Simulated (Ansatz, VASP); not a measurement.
HfO2: VASP beside Ansatz

```
Hf O
1.0
     0.00000    2.55750    2.55750
     2.55750    0.00000    2.55750
     2.55750    2.55750    0.00000
Hf O
1 2
Direct
  0.00000 0.00000 0.00000
  0.25000 0.25000 0.25000
  0.75000 0.75000 0.75000
```

Alike in both runs: task single point; functional LDA; k mesh 8 × 8 × 8; occupations fermi-dirac, width 0.01 eV; no spin polarisation.

|  | VASP | Ansatz |
| --- | --- | --- |
| version | VASP 6.6.1 | Ansatz 0.2.0 |
| potentials or method | VASP PAW LDA potentials, release 64 (Hf_pv, O), cutoff 600 eV | all-electron LAPW, scalar-relativistic |

VASP gave:

```
gap on the k mesh at the Fermi level (eV) : 3.53
pressure (GPa)                            : -19.6
```

Question: Estimate Ansatz's values.

Answer: gap on the k mesh at the Fermi level (eV): 3.50; pressure (GPa): -16.5.

LDA's correlation is that of Perdew and Zunger in VASP and of Perdew and Wang (1992) in Ansatz. Ansatz ran all-electron here, and VASP with PAW potentials.

Neither program's run includes spin-orbit coupling.
